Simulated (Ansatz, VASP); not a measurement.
**TePd2: VASP beside Ansatz**

```
CELL_PARAMETERS angstrom
2.21467 1.27864 3.64057
-2.21467 1.27864 3.64057
0.00000 -2.55728 3.64057
ATOMIC_POSITIONS crystal
Te 0.00000 0.00000 0.00000
Pd 0.75105 0.75105 0.75105
Pd 0.24895 0.24895 0.24895
```

Alike in both runs: functional PBE; k mesh 6 × 6 × 6; occupations gaussian, width 0.1 eV; no spin polarisation.

Ansatz relaxed the structure, and its values are those at the end. VASP's run is a single point on that final structure, the one shown.

|  | VASP | Ansatz |
| --- | --- | --- |
| version | VASP 6.6.1 | Ansatz 0.2.0 |
| potentials or method | VASP PAW PBE potentials, release 64 (Te, Pd), cutoff 520 eV | scalar-relativistic, plane waves, PAW |
| valence electrons in the cell | 26 | 52 |

Ansatz gave:

* gap on the k mesh at the Fermi level (eV): none
* pressure (GPa): -0.2
* rms of the force components (eV/Å): 0.004

Task: Which values does VASP return?

Result: gap on the k mesh at the Fermi level (eV): none; pressure (GPa): -0.3; rms of the force components (eV/Å): 0.004.

A gap of «none» marks a metal or a gap that the smearing closes. VASP's potentials hold 26 valence electrons a cell and Ansatz's 52, so a difference there can come from the potentials and not from the codes.

Spin-orbit coupling is off throughout.
